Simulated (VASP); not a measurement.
Input of a VASP 6.6.1 run:

File POSCAR:

```
TiAl3
1.0
    3.8370011125      0.0000000000      0.0000000000
    0.0000000000      3.8370011125      0.0000000000
    0.0000000000      0.0000000000      4.0743413875
Ti Al
1 3
Direct
    0.0000000000      0.0000000000      0.0000000000
    0.5000000000      0.5000000000      0.0000000000
    0.5000000000      0.0000000000      0.5000000000
    0.0000000000      0.5000000000      0.5000000000
```

The input INCAR.step1:

```
ALGO = Normal
EDIFF = 1E-4
ENCUT = 520
GGA = PE
ISMEAR = 0
LASPH = T
LCHARG = F
LREAL = F
LWAVE = T
NBANDS = 18
NELM = 60
PREC = Accurate
SIGMA = 0.15
```

The input INCAR.step2:

```
ALGO = Normal
EDIFF = 1E-6
ENCUT = 520
ISIF = 2
ISMEAR = 0
ISTART = 1
LASPH = T
LCHARG = T
LELF = T
LMIXTAU = T
LREAL = F
LVHAR = T
LWAVE = F
METAGGA = R2SCAN
NBANDS = 18
NELM = 60
PREC = Accurate
SIGMA = 0.15
```

The input KPOINTS:

```
k-points
0
Gamma
  12 12 12
```

Potentials or basis: VASP PAW PBE potentials, release 64 (Ti_sv, Al).

Launch:

```bash
$ cat potpaw_PBE.64/Ti_sv/POTCAR potpaw_PBE.64/Al/POTCAR > POTCAR
$ cp INCAR.step1 INCAR
$ mpirun -np 1 vasp_std > vasp.out
$ cp INCAR.step2 INCAR
$ mpirun -np 1 vasp_std > vasp.out
```

Question: What does it give for the band gap on the k mesh?

Answer: Zero (an odd number of electrons rules out a gap without spin polarisation).

Question: What does it give for the pressure?

Answer: 4.1 GPa.

Stress tensor (GPa, compression positive):
```
 6.95  0.00  0.00
 0.00  6.95  0.00
 0.00  0.00 -1.58
```

Caveat: the cell differs from its parent crystal (strain -0.030 along x and y, +0.030 along z); the stress differs along the axes, from -2 to 7 GPa; the PAW data sets were made with another functional, which shifts forces and pressure a little.
